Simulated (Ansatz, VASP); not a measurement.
Two plane-wave programs on TiO2

```
CELL_PARAMETERS angstrom
-2.95365 3.25040 3.25040
2.95365 -3.25040 3.25040
2.95365 3.25040 -3.25040
ATOMIC_POSITIONS crystal
Ti 0.50000 0.75000 0.75000
Ti 0.50000 0.25000 0.25000
Ti 0.00000 0.00000 0.50000
Ti 0.00000 0.50000 0.00000
O 0.30461 0.30461 0.50000
O 0.19539 0.25000 0.94539
O 0.30461 0.80461 0.00000
O 0.80461 0.25000 0.55461
O 0.19539 0.75000 0.44539
O 0.80461 0.75000 0.05461
O 0.69539 0.19539 0.00000
O 0.69539 0.69539 0.50000
```

Alike in both runs: task single point; functional r2SCAN; k mesh 6 × 6 × 6; occupations gaussian, width 0.02 eV; no spin polarisation.

```csv
,VASP,Ansatz
version,VASP 6.6.1,Ansatz 0.2.0
potentials or method,"VASP PAW PBE potentials, release 64 (Ti_sv, O), cutoff 520 eV","scalar-relativistic, plane waves, PAW"
valence electrons in the cell,96,96
```

|  | VASP | Ansatz | Ansatz less VASP |
| --- | --- | --- | --- |
| gap on the k mesh at the Fermi level (eV) | 2.23 | 2.22 | -0.009 |
| least direct gap on the mesh (eV) | 2.23 | 2.22 | -0.009 |

VASP's potentials were made for PBE, not for r2SCAN. With one functional, cell and mesh, what is left measures potentials, basis and numerics.
